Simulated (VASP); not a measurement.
Ni: single point with PBE

The system is Ni.

```xyz
2
Lattice="0.0000 1.7651 1.7651 1.7651 0.0000 1.7651 3.5302 3.5302 0.0000" Properties=species:S:1:pos:R:3 pbc="T T T"
Ni    0.0000    0.0000    0.0000
Ni    1.7651    1.7651    0.0000
```

```json
{"Program": "VASP 6.6.1", "Task": "single point", "Functional": "PBE", "Potentials or basis": "VASP PAW PBE potentials, release 64 (Ni)", "Cutoff": "520 eV", "k mesh": "12 × 12 × 6", "Occupations": "fermi-dirac, width 0.1 eV", "Spin": "collinear spin, ferromagnetic start", "Starting moments": "[2.0, 2.0] μB", "Dipole correction": "no", "Further INCAR settings": "ALGO = Normal; EDIFF = 1e-06; NBANDS = 21; ISYM = 0"}
```

```json
{"Pressure": "-1.5 GPa", "Net moment": "1.27 μB per cell", "Site moments": "Ni +0.65 μB", "Valence electrons inside the program's atomic spheres": "Ni 9.29"}
```

Levels at points of the mesh, in eV from the Fermi level:
Spin up:
```tsv
k point	band 7	band 8	band 9	band 10	band 11	band 12	band 13	band 14	band 15	band 16
(0.00, 0.00, 0.00)	-2.38	-1.24	-1.24	-0.59	-0.59	-0.26	5.60	22.14	23.65	24.50
(0.50, 0.00, 0.00)	-0.59	-0.55	-0.46	-0.46	-0.26	2.46	5.60	9.13	14.74	14.74
(0.00, 0.50, 0.00)	-0.59	-0.55	-0.46	-0.46	-0.26	2.46	5.60	9.13	14.74	14.74
(0.50, 0.50, 0.00)	-0.59	-0.55	-0.46	-0.46	-0.26	2.46	5.60	9.13	14.74	14.74
(0.00, 0.00, 0.50)	-2.17	-2.17	-1.18	-1.18	-1.18	-1.18	14.33	14.33	23.73	23.73
(0.50, 0.00, 0.50)	-1.53	-1.53	-0.55	-0.55	2.22	2.22	8.40	8.40	14.47	14.47
(0.00, 0.50, 0.50)	-1.53	-1.53	-0.55	-0.55	2.22	2.22	8.40	8.40	14.47	14.47
(0.50, 0.50, 0.50)	-1.53	-1.53	-0.55	-0.55	2.22	2.22	8.40	8.40	14.47	14.47
```
Spin down:
```tsv
k point	band 6	band 7	band 8	band 9	band 10	band 11	band 12	band 13
(0.00, 0.00, 0.00)	-1.64	-1.64	-0.63	-0.63	-0.32	0.17	0.17	6.02
(0.50, 0.00, 0.00)	-0.32	0.09	0.17	0.17	0.40	0.40	2.42	6.02
(0.00, 0.50, 0.00)	-0.32	0.09	0.17	0.17	0.40	0.40	2.42	6.02
(0.50, 0.50, 0.00)	-0.32	0.09	0.17	0.17	0.40	0.40	2.42	6.02
(0.00, 0.00, 0.50)	-1.47	-1.47	-1.47	-0.51	-0.51	-0.51	-0.51	14.47
(0.50, 0.00, 0.50)	-1.75	-0.87	-0.87	0.23	0.23	2.60	2.60	8.60
(0.00, 0.50, 0.50)	-1.75	-0.87	-0.87	0.23	0.23	2.60	2.60	8.60
(0.50, 0.50, 0.50)	-1.75	-0.87	-0.87	0.23	0.23	2.60	2.60	8.60
```

It took 4.8 min on 1 thread of Intel Xeon 6975P-C, on a shared host, peak memory 0.37 GiB.
